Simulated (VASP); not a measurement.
Set up this calculation in VASP 6.6.1, as the native input.

| Property | Result |
| --- | --- |
| Task | single point |
| Functional | PBE |
| Potentials or basis | VASP PAW PBE potentials, release 64 (Pr_3, H, Rh_pv), 4f in core |
| Cutoff | 500 eV |
| k mesh | 4 × 4 × 4 |
| Occupations | gaussian, width 0.2 eV |
| Spin | no spin polarisation |
| Dipole correction | no |
| Mended | yes |
| Further INCAR settings | ALGO = Normal; EDIFF = 1e-06; NBANDS = 36 |

The structure of PrHRh3 lies in POSCAR:

```
PrHRh3
1.0
    4.1700183683      0.0000000000      0.0000000000
    0.0000000000      4.1700183683      0.0000000000
    0.0000000000      0.0000000000      4.1700183683
Pr H Rh
1 1 3
Direct
    0.0000000000      0.0000000000      0.0000000000
    0.5000000000      0.5000000000      0.5000000000
    0.0000000000      0.5000000000      0.5000000000
    0.5000000000      0.5000000000      0.0000000000
    0.5000000000      0.0000000000      0.5000000000
```

The cell was built from a structure type or drawn by symmetry, and may not be a known phase.

The input as run:

INCAR

```
SYSTEM = PrHRh3
ALGO = Normal ; EDIFF = 1E-6
ENCUT = 500 ; GGA = PE
GGA_COMPAT = .FALSE. ; ISIF = 2
ISMEAR = 0 ; LASPH = .TRUE.
LCHARG = .TRUE. ; LELF = .TRUE.
LMAXMIX = 6 ; LREAL = .FALSE.
LVHAR = .TRUE. ; LWAVE = .FALSE.
NBANDS = 36 ; NELM = 200
PREC = Accurate ; SIGMA = 0.2
```

KPOINTS

```
k-points
0
G
  4 4 4
  0 0 0
```

Potentials or basis: VASP PAW PBE potentials, release 64 (Pr_3, H, Rh_pv), 4f in core.

The run is started by

```console
$ cat potpaw_PBE.64/Pr_3/POTCAR potpaw_PBE.64/H/POTCAR potpaw_PBE.64/Rh_pv/POTCAR > POTCAR
$ mpirun -np 1 vasp_std > vasp.out
```

Results of the run:

```json
{
  "Pressure": "-0.3 GPa",
  "Band gap on the k mesh": "zero (an odd number of electrons rules out a gap without spin polarisation)"
}
```

Caveat: the k points lie up to 0.38 Å⁻¹ apart, too coarse for converged energies and pressures of a metal; spin-orbit coupling is left out, which moves the levels of the heavy elements; the 4f electrons are frozen in the core, so they carry no moment and show no levels.

Wall time 11 s on 1 thread of Intel(R) Xeon(R) 6975P-C (Granite Rapids), on a shared host, peak memory 0.17 GiB.
